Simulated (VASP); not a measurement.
# TiC (Fm-3m) in VASP: a series of runs

TiC is run at these levels: PBEsol; tasks: electric field gradients.

All numbers are computed with VASP 6.6.1; they aren't measurements. Logs are shortened: lines on timing, memory, paths and dates and some standing lists are left out, and cuts for length are marked.

**1. The cell of the first run**

It takes space group Fm-3m (No. 225, cubic). Conventional cell: a = 4.240 Å, b = 4.240 Å, c = 4.240 Å, α = 90.00°, β = 90.00°, γ = 90.00°. Ti (site symmetry m-3m) has 6 C at 2.12 Å within 2.8 Å. Within 2.8 Å of C (site symmetry m-3m) lie 6 Ti at 2.12 Å.

**2. Electric field gradients, PBEsol (9.53 Å³/atom)**

File INCAR:

```
SYSTEM = TiC
PREC = Accurate
ENCUT = 520
EDIFF = 1E-8
ISMEAR = -1
SIGMA = 0.03
LREAL = .False.
LASPH = .True.
NELM = 80
ALGO = Normal
ISIF = 2
LWAVE = .False.
LCHARG = .False.
GGA = PS
LEFG = .True.
NBANDS = 15
```

File KPOINTS:

```
regular mesh
0
Gamma
  14 14 14
  0 0 0
```

File POSCAR:

```
TiC
1.0
    0.0000000000      2.1198243393      2.1198243393
    2.1198243393      0.0000000000      2.1198243393
    2.1198243393      2.1198243393      0.0000000000
Ti C
1 1
Direct
    0.0000000000      0.0000000000      0.0000000000
    0.5000000000      0.5000000000      0.5000000000
```

Potentials or basis: VASP PAW PBE potentials, release 64 (Ti_sv, C).

On the command line:

```sh
$ cat potpaw_PBE.64/Ti_sv/POTCAR potpaw_PBE.64/C/POTCAR > POTCAR
$ mpirun -np 1 vasp_std > vasp.out
```

OUTCAR:

```text
SYSTEM = TiC
   PREC = Accurate
   ENCUT = 520
   EDIFF = 1E-8
   ISMEAR = -1
   LREAL = .False.
   LASPH = .True.
   NELM = 80
   ISIF = 2
   GGA = PS

 ion  position               nearest neighbor table
   1  0.000  0.000  0.000-   2 2.12   2 2.12   2 2.12   2 2.12   2 2.12   2 2.12
   2  0.500  0.500  0.500-   1 2.12   1 2.12   1 2.12   1 2.12   1 2.12   1 2.12

  LATTYP: Found a face centered cubic cell.
 ALAT       =     4.2396486786

  Lattice vectors:

 A1 = (   0.0000000000,   2.1198243393,   2.1198243393)
 A2 = (   2.1198243393,   0.0000000000,   2.1198243393)
 A3 = (   2.1198243393,   2.1198243393,   0.0000000000)

Analysis of symmetry for initial positions (statically):
=====================================================================
 Subroutine PRICEL returns:
 Original cell was already a primitive cell.

 Routine SETGRP: Setting up the symmetry group for a
 face centered cubic supercell.

 Subroutine GETGRP returns: Found 48 space group operations
 (whereof 48 operations were pure point group operations)
 out of a pool of 48 trial point group operations.

The static configuration has the point symmetry O_h .

Analysis of symmetry for dynamics (positions and initial velocities):
=====================================================================
 Subroutine PRICEL returns:
 Original cell was already a primitive cell.

 Routine SETGRP: Setting up the symmetry group for a
 face centered cubic supercell.

 Subroutine GETGRP returns: Found 48 space group operations
 (whereof 48 operations were pure point group operations)
 out of a pool of 48 trial point group operations.

The dynamic configuration has the point symmetry O_h .

 Subroutine INISYM returns: Found 48 space group operations
 (whereof 48 operations are pure point group operations),
 and found     1 'primitive' translations

----------------------------------------------------------------------------------------

                                     Primitive cell

  volume of cell :      19.0515

  direct lattice vectors                    reciprocal lattice vectors
     0.000000000  2.119824339  2.119824339    -0.235868600  0.235868600  0.235868600
     2.119824339  0.000000000  2.119824339     0.235868600 -0.235868600  0.235868600
     2.119824339  2.119824339  0.000000000     0.235868600  0.235868600 -0.235868600

[... 136 lines left out ...]
 Fermi energy:        10.0773995383

 k-point     1 :       0.0000    0.0000    0.0000
  band No.  band energies     occupation
      1     -46.0705      2.00000
      2     -22.1584      2.00000
      3     -22.1584      2.00000
      4     -22.1584      2.00000
      5      -2.5901      2.00000
      6      10.7560      0.00000
      7      10.7560      0.00000
      8      10.7560      0.00000
      9      11.8629      0.00000
     10      11.8629      0.00000
     11      11.8629      0.00000
     12      11.9378      0.00000
     13      11.9378      0.00000
     14      21.5232      0.00000
[... 401 lines left out ...]
      2     -22.4758      2.00000
      3     -22.2357      2.00000
      4     -22.2249      2.00000
      5      -1.0159      2.00000
      6       6.7291      2.00000
      7       8.2976      2.00000
      8       8.8888      2.00000
      9      10.9092      0.00000
     10      12.5614      0.00000
     11      13.7681      0.00000
     12      14.9675      0.00000
     13      17.0203      0.00000
     14      22.9291      0.00000
     15      24.9904      0.00000

 [... further k-points ...]

------------------------ aborting loop because EDIFF is reached ----------------------------------------

  FORCE on cell =-STRESS in cart. coord.  units (eV):
  Direction    XX          YY          ZZ          XY          YZ          ZX
  --------------------------------------------------------------------------------------
  -------------------------------------------------------------------------------------
  Total        1.3188399      1.3188399      1.3188399     -0.0000000      0.0000000      0.0000000
  in kB      110.9105946    110.9105946    110.9105946     -0.0000000      0.0000000      0.0000000
  external PRESSURE =     110.9105946 kB  Pullay stress =       0.0000000 kB

 VOLUME and BASIS-vectors are now :
 -----------------------------------------------------------------------------
  energy-cutoff  :      520.00
  volume of cell :       19.05
      direct lattice vectors                 reciprocal lattice vectors
     0.000000000  2.119824339  2.119824339    -0.235868600  0.235868600  0.235868600
     2.119824339  0.000000000  2.119824339     0.235868600 -0.235868600  0.235868600
     2.119824339  2.119824339  0.000000000     0.235868600  0.235868600 -0.235868600

 POSITION                                       TOTAL-FORCE (eV/Angst)
 -----------------------------------------------------------------------------------
      0.00000      0.00000      0.00000        -0.000000      0.000000      0.000000
      2.11982      2.11982      2.11982         0.000000     -0.000000     -0.000000
 -----------------------------------------------------------------------------------
    total drift:                                0.000000     -0.000000     -0.000000

  FREE ENERGIE OF THE ION-ELECTRON SYSTEM (eV)
  ---------------------------------------------------
  free  energy   TOTEN  =       -19.7767673407 eV

  energy  without entropy=      -19.7758452006  energy(sigma->0) =      -19.77630627

 Electric field gradients (V/A^2)
---------------------------------------------------------------------
 ion       V_xx      V_yy      V_zz      V_xy      V_xz      V_yz
---------------------------------------------------------------------
   1       0.000    -0.000    -0.000     0.001     0.001     0.001
   2       0.000    -0.000    -0.000    -0.000    -0.000    -0.000
---------------------------------------------------------------------

 Electric field gradients after diagonalization (V/A^2)
 (convention: |V_zz| > |V_xx| > |V_yy|)
----------------------------------------------------------------------
 ion       V_xx      V_yy      V_zz     asymmetry (V_yy - V_xx)/ V_zz
----------------------------------------------------------------------
   1      -0.001    -0.001     0.002       0.000
   2       0.000     0.000    -0.000       0.000
----------------------------------------------------------------------

           NMR quadrupolar parameters

 Cq : quadrupolar parameter    Cq=e*Q*V_zz/h
 eta: asymmetry parameters     (V_yy - V_xx)/ V_zz
 Q  : nuclear electric quadrupole moment in mb (millibarn)
----------------------------------------------------------------------
 ion       Cq(MHz)       eta       Q (mb)
----------------------------------------------------------------------
   1       0.000       0.000       1.000
   2      -0.000       0.000       1.000
----------------------------------------------------------------------
```

Run time: 60 s. Hardware: 1 thread of AMD EPYC 7R13, shared host; peak memory 0.13 GiB.

Results:

```
Free energy                             : -19.7768 eV
Pressure                                : 11.1 GPa
Band gap on the k mesh                  : zero (bands 8 and 9 overlap by 1.09 eV)
Largest electric field gradient by atom : zero within the noise of the run
```

Caveat: the cell stands under pressure; the PAW data sets were made with another functional, which shifts forces and pressure a little.

**3. Electric field gradients, PBEsol (9.73 Å³/atom)**

This run uses another cell than the first one, of 9.73 Å³/atom.

File INCAR:

```
SYSTEM = TiC
PREC = Accurate
ENCUT = 520
EDIFF = 1E-8
ISMEAR = -1
SIGMA = 0.03
LREAL = .FALSE.
LASPH = .TRUE.
NELM = 60
ALGO = Normal
ISIF = 2
LWAVE = .FALSE.
LCHARG = .FALSE.
GGA = PS
LEFG = .TRUE.
NBANDS = 15
```

File KPOINTS:

```
regular mesh
0
G
  14 14 14
  0 0 0
```

File POSCAR:

```
TiC
1.0
    0.0000000000      2.1347531715      2.1347531715
    2.1347531715      0.0000000000      2.1347531715
    2.1347531715      2.1347531715      0.0000000000
Ti C
1 1
Direct
    0.0000000000      0.0000000000      0.0000000000
    0.5000000000      0.5000000000      0.5000000000
```

Potentials or basis: VASP PAW PBE potentials, release 64 (Ti_sv, C).

On the command line:

```sh
$ cat potpaw_PBE.64/Ti_sv/POTCAR potpaw_PBE.64/C/POTCAR > POTCAR
$ mpirun -np 1 vasp_std > vasp.out
```

OUTCAR:

```text
SYSTEM = TiC
   PREC = Accurate
   ENCUT = 520
   EDIFF = 1E-8
   ISMEAR = -1
   LREAL = .FALSE.
   LASPH = .TRUE.
   NELM = 60
   ISIF = 2
   GGA = PS

 ion  position               nearest neighbor table
   1  0.000  0.000  0.000-   2 2.13   2 2.13   2 2.13   2 2.13   2 2.13   2 2.13
   2  0.500  0.500  0.500-   1 2.13   1 2.13   1 2.13   1 2.13   1 2.13   1 2.13

  LATTYP: Found a face centered cubic cell.
 ALAT       =     4.2695063430

  Lattice vectors:

 A1 = (   0.0000000000,   2.1347531715,   2.1347531715)
 A2 = (   2.1347531715,   0.0000000000,   2.1347531715)
 A3 = (   2.1347531715,   2.1347531715,   0.0000000000)

Analysis of symmetry for initial positions (statically):
=====================================================================
 Subroutine PRICEL returns:
 Original cell was already a primitive cell.

 Routine SETGRP: Setting up the symmetry group for a
 face centered cubic supercell.

 Subroutine GETGRP returns: Found 48 space group operations
 (whereof 48 operations were pure point group operations)
 out of a pool of 48 trial point group operations.

The static configuration has the point symmetry O_h .

Analysis of symmetry for dynamics (positions and initial velocities):
=====================================================================
 Subroutine PRICEL returns:
 Original cell was already a primitive cell.

 Routine SETGRP: Setting up the symmetry group for a
 face centered cubic supercell.

 Subroutine GETGRP returns: Found 48 space group operations
 (whereof 48 operations were pure point group operations)
 out of a pool of 48 trial point group operations.

The dynamic configuration has the point symmetry O_h .

 Subroutine INISYM returns: Found 48 space group operations
 (whereof 48 operations are pure point group operations),
 and found     1 'primitive' translations

----------------------------------------------------------------------------------------

                                     Primitive cell

  volume of cell :      19.4569

  direct lattice vectors                    reciprocal lattice vectors
     0.000000000  2.134753171  2.134753171    -0.234219116  0.234219116  0.234219116
     2.134753171  0.000000000  2.134753171     0.234219116 -0.234219116  0.234219116
     2.134753171  2.134753171  0.000000000     0.234219116  0.234219116 -0.234219116

  length of vectors
     3.018996887  3.018996887  3.018996887     0.405679408  0.405679408  0.405679408

  position of ions in fractional coordinates (direct lattice)
     0.000000000  0.000000000  0.000000000
     0.500000000  0.500000000  0.500000000

  ion indices of the primitive-cell ions
   primitive index   ion index
                 1           1
                 2           2

----------------------------------------------------------------------------------------

 KPOINTS: regular mesh

Automatic generation of k-mesh.
 Grid dimensions read from file:
 generate k-points for:   14   14   14

 Generating k-lattice:
[... 79 lines left out ...]
   IALGO  =     38    algorithm
   IMIX   =      4    mixing-type and parameters
     AMIX     =   0.40;   BMIX     =  1.00
     AMIX_MAG =   1.60;   BMIX_MAG =  1.00
  volume/ion in A,a.u.               =       9.73        65.65
  Fermi-wavevector in a.u.,A,eV,Ry     =   1.533759  2.898384 32.006577  2.352417
  Thomas-Fermi vector in A             =   2.640782
   LORBIT       =      0    0 simple, 1 ext, 2 COOP (PROOUT), +10 PAW based schemes
   GGA     = PS    functional components
   LHFCALC =     F    Hartree Fock is set to
   AEXX    =    0.0000 exact exchange contribution
   IVDW    =     0    specifies the selected vdW correction
   LEPSILON=     F    determine dielectric tensor
   LRPA    =     F    only Hartree local field effects (RPA)
 non-spin polarized calculation
  energy-cutoff  :      520.00
  volume of cell :       19.46
 maximum number of plane-waves:       544
   NGX = 11   NGY = 11   NGZ = 11

 number of electron      16.0000004 magnetization

 Free energy of the ion-electron system (eV)
  ---------------------------------------------------
  ext. energy  EPLUGINS =         0.00000000
  ---------------------------------------------------
  free energy    TOTEN  =       -19.79699778 eV

  energy without entropy =      -19.79607433  energy(sigma->0) =      -19.79653606

 E-fermi :   9.8166     XC(G=0): -13.0855

 val. band max:        9.8086666577   @ k =   0.3571   0.2857   0.0000
 cond. band min:       9.8327737475   @ k =   0.5000   0.5000   0.0000
 fundamental gap:      0.0241070899
 Fermi energy:         9.8165932673

 k-point     1 :       0.0000    0.0000    0.0000
  band No.  band energies     occupation
      1     -46.3880      2.00000
      2     -22.4898      2.00000
      3     -22.4898      2.00000
      4     -22.4898      2.00000
      5      -2.7507      2.00000
      6      10.4938      0.00000
      7      10.4938      0.00000
      8      10.4938      0.00000
      9      11.5780      0.00000
     10      11.5780      0.00000
     11      11.5780      0.00000
     12      11.6353      0.00000
     13      11.6353      0.00000
     14      20.9418      0.00000
[... 401 lines left out ...]
      2     -22.7834      2.00000
      3     -22.5617      2.00000
      4     -22.5516      2.00000
      5      -1.2144      2.00000
      6       6.5323      2.00000
      7       8.0803      2.00000
      8       8.6578      2.00000
      9      10.6417      0.00000
     10      12.2412      0.00000
     11      13.4177      0.00000
     12      14.5941      0.00000
     13      16.5826      0.00000
     14      22.4221      0.00000
     15      24.5053      0.00000

 [... further k-points ...]

------------------------ aborting loop because EDIFF is reached ----------------------------------------

  FORCE on cell =-STRESS in cart. coord.  units (eV):
  Direction    XX          YY          ZZ          XY          YZ          ZX
  --------------------------------------------------------------------------------------
  -------------------------------------------------------------------------------------
  Total        0.5882722      0.5882722      0.5882722     -0.0000000     -0.0000000      0.0000000
  in kB       48.4413168     48.4413168     48.4413168     -0.0000000     -0.0000000      0.0000000
  external PRESSURE =      48.4413168 kB  Pullay stress =       0.0000000 kB

 VOLUME and BASIS-vectors are now :
 -----------------------------------------------------------------------------
  energy-cutoff  :      520.00
  volume of cell :       19.46
      direct lattice vectors                 reciprocal lattice vectors
     0.000000000  2.134753171  2.134753171    -0.234219116  0.234219116  0.234219116
     2.134753171  0.000000000  2.134753171     0.234219116 -0.234219116  0.234219116
     2.134753171  2.134753171  0.000000000     0.234219116  0.234219116 -0.234219116

 POSITION                                       TOTAL-FORCE (eV/Angst)
 -----------------------------------------------------------------------------------
      0.00000      0.00000      0.00000         0.000000      0.000000      0.000000
      2.13475      2.13475      2.13475         0.000000      0.000000      0.000000
 -----------------------------------------------------------------------------------
    total drift:                                0.000000     -0.000000     -0.000000

  FREE ENERGIE OF THE ION-ELECTRON SYSTEM (eV)
  ---------------------------------------------------
  free  energy   TOTEN  =       -19.7969977835 eV

  energy  without entropy=      -19.7960743277  energy(sigma->0) =      -19.79653606

 Electric field gradients (V/A^2)
---------------------------------------------------------------------
 ion       V_xx      V_yy      V_zz      V_xy      V_xz      V_yz
---------------------------------------------------------------------
   1      -0.000    -0.000    -0.000     0.001     0.001     0.001
   2      -0.000    -0.000     0.000    -0.000    -0.000    -0.000
---------------------------------------------------------------------

 Electric field gradients after diagonalization (V/A^2)
 (convention: |V_zz| > |V_xx| > |V_yy|)
----------------------------------------------------------------------
 ion       V_xx      V_yy      V_zz     asymmetry (V_yy - V_xx)/ V_zz
----------------------------------------------------------------------
   1      -0.001    -0.001     0.002       0.000
   2       0.000     0.000    -0.000       0.000
----------------------------------------------------------------------

           NMR quadrupolar parameters

 Cq : quadrupolar parameter    Cq=e*Q*V_zz/h
 eta: asymmetry parameters     (V_yy - V_xx)/ V_zz
 Q  : nuclear electric quadrupole moment in mb (millibarn)
----------------------------------------------------------------------
 ion       Cq(MHz)       eta       Q (mb)
----------------------------------------------------------------------
   1       0.000       0.000       1.000
   2      -0.000       0.000       1.000
----------------------------------------------------------------------
```

Run time: 50 s. Hardware: 1 thread of AMD EPYC 7R13, shared host; peak memory 0.13 GiB.

Results:

```yaml
Free_energy: -19.7970 eV
Pressure: 4.8 GPa
Band_gap_on_the_k_mesh: zero (bands 8 and 9 overlap by 1.09 eV)
Largest_electric_field_gradient_by_atom: zero within the noise of the run
```

Caveat: the cell stands under pressure; the PAW data sets were made with another functional, which shifts forces and pressure a little.

(Part 1 of 2 ends here.)
